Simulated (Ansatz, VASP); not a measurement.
Mg2W: VASP beside Ansatz

File INCAR:

```
ALGO = Fast
EDIFF = 1E-6
EDIFFG = -0.04
ENCUT = 600
GGA = PE
IBRION = 2
ISIF = 3
ISMEAR = 0
LASPH = True
LCHARG = False
LREAL = False
LWAVE = False
NELM = 60
NSW = 90
PREC = Accurate
SIGMA = 0.1
```

File KPOINTS:

```
k-points
0
Gamma
  8 8 8
```

The input POSCAR:

```
Mg2W
1.0
   -1.6492917246      1.6492917246      5.3663362456
    1.6492917246     -1.6492917246      5.3663362456
    1.6492917246      1.6492917246     -5.3663362456
Mg W
2 1
Direct
    0.3400000000      0.3400000000      0.0000000000
    0.6600000000      0.6600000000      0.0000000000
    0.0000000000      0.0000000000      0.0000000000
```

Input for Ansatz:

```yaml
crystal:
  lattice:
    - [-1.6492917246, 1.6492917246, 5.3663362456]
    - [1.6492917246, -1.6492917246, 5.3663362456]
    - [1.6492917246, 1.6492917246, -5.3663362456]
  atoms:
    - { symbol: Mg, position: [0.34, 0.34, 0.0] }
    - { symbol: Mg, position: [0.66, 0.66, 0.0] }
    - { symbol: W, position: [0.0, 0.0, 0.0] }
basis:
  ecutwfc: 420
kpoints:
  mp_grid: { grid: [8, 8, 8] }
hamiltonian:
  xc: pbe
scf:
  occupations: { method: gaussian, width: 0.1 }
  lower_state_search: "off"
output:
  forces: true
  stress: true
  eigenvalues: true
relax:
  adjacent_minimum: "off"
  f_tol: 0.04
  max_steps: 70
  cell: { stress_tol: 0.4 }
```

Alike in both runs: task relaxation of cell and atoms; functional PBE; k mesh 8 × 8 × 8; occupations gaussian, width 0.1 eV; no spin polarisation.

```csv
,VASP,Ansatz
version,VASP 6.6.1,Ansatz 0.2.0
potentials or method,"VASP PAW PBE potentials, release 64 (Mg, W_sv), cutoff 600 eV","scalar-relativistic, plane waves, PAW"
valence electrons in the cell,18,34
```

|  | VASP | Ansatz | Ansatz less VASP |
| --- | --- | --- | --- |
| gap on the k mesh at the Fermi level, each at its own relaxed structure (eV) | none | none | - |
| relaxed volume (Å³/atom) | 18.52 | 18.56 | +0.037 |
| relaxed length of the cell vector where the two differ most in proportion (Å) | 7.318 | 7.323 | +0.0050 |

A gap of «none» marks a metal or a gap that the smearing closes. VASP's potentials hold 18 valence electrons a cell and Ansatz's 34, so a difference there can come from the potentials and not from the codes.

Neither program's run includes spin-orbit coupling.
